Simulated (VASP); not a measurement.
Runs of VASP 6.6.1 on Al2Cu. The structure is that of space group I4/mcm (No. 140), or close to it. The cells are those of the table. 

```csv
level,potentials or basis,cell,k mesh,smearing,further INCAR settings,gap on the mesh (eV),pressure (GPa),largest force (eV/Å)
PBEsol,"VASP PAW PBE potentials, release 64 (Al, Cu)","a = 4.877 Å, angles 104.2, 104.2, 120.7°, 6 atoms",10 × 10 × 10,gaussian 0.1 eV,ALGO = Fast; EDIFF = 1e-06; NBANDS = 26,none,0.3,-
PBEsol,"VASP PAW PBE potentials, release 64 (Al, Cu)","a = 4.935 Å, angles 104.1, 104.1, 120.8°, 6 atoms",6 × 6 × 6,gaussian 0.1 eV,ALGO = Fast; EDIFF = 1e-06; NBANDS = 26,none,-3.5,0.09
PBEsol,"VASP PAW PBE potentials, release 64 (Al, Cu)","a = 4.877 Å, angles 104.2, 104.2, 120.7°, 6 atoms",10 × 10 × 10,gaussian 0.15 eV,ALGO = Fast; EDIFF = 1e-07; NBANDS = 26,none,0.3,-
PBEsol,"VASP PAW PBE potentials, release 64 (Al, Cu)","a = 4.828, b = 4.877, c = 4.877 Å, angles 104.2, 60.3, 119.7°, 6 atoms",8 × 8 × 8,gaussian 0.1 eV,ALGO = Fast; EDIFF = 1e-06; NBANDS = 26,none,0.3,(a)
LDA,"VASP PAW LDA potentials, release 64 (Al, Cu)","a = 4.877 Å, angles 104.2, 104.2, 120.7°, 6 atoms",10 × 10 × 10,gaussian 0.1 eV,ALGO = Fast; EDIFF = 1e-07; NBANDS = 26,none,-2.8,(b)
```

Alike in all rows: task single point; no spin polarisation; cutoff (eV) 520.

Problem. Estimate the missing entries.

Solution. (a) 0.02; (b) 0.04.

Caveats: the PAW data sets were made with another functional, which shifts forces and pressure a little (some runs).

A gap of «none» marks levels without a gap at the run's occupations.
